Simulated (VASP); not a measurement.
Write the native input for VASP 6.6.1 that does the following.

```
Task                   : single point
Functional             : PBE
Potentials or basis    : VASP PAW PBE potentials, release 64 (Gd)
Cutoff                 : 600 eV
k mesh                 : 8 × 8 × 8
Occupations            : gaussian, width 0.05 eV
Spin                   : collinear spin, ferromagnetic start
Starting moments       : [7.0] μB
Dipole correction      : no
Further INCAR settings : ALGO = Normal; EDIFF = 1e-06; NBANDS = 19
```

The structure of Gd lies in POSCAR:

```
Gd
1.0
   -2.0250000000      2.0250000000      2.0250000000
    2.0250000000     -2.0250000000      2.0250000000
    2.0250000000      2.0250000000     -2.0250000000
Gd
1
Direct
    0.0000000000      0.0000000000      0.0000000000
```

This isn't the form of Gd at room conditions, which is hcp.

The input as run:

INCAR

```
PREC = Accurate ; ENCUT = 600
EDIFF = 1E-6 ; ISMEAR = 0
SIGMA = 0.05 ; LREAL = F
LASPH = T ; NELM = 200
ALGO = Normal ; ISIF = 2
LWAVE = F ; LCHARG = F
ISPIN = 2 ; MAGMOM = 7
LORBIT = 11 ; LMAXMIX = 6
GGA = PE ; NBANDS = 19
GGA_COMPAT = F
```

KPOINTS

```
regular mesh
0
Gamma
  8 8 8
```

Potentials or basis: VASP PAW PBE potentials, release 64 (Gd).

Command:

```bash
$ cat potpaw_PBE.64/Gd/POTCAR > POTCAR
$ mpirun -np 1 vasp_std > vasp.out
```

It gave:

- Pressure: 0.0 GPa
- Net moment: 7.66 μB per cell
- Site moments: Gd +7.02 μB
- Valence electrons inside the program's atomic spheres: Gd 15.20

Wall time 100 s on 1 thread of Intel(R) Xeon(R) Platinum 8259CL CPU @ 2.50GHz (Skylake/Cascade Lake) (shared host), peak memory 0.2 GiB.
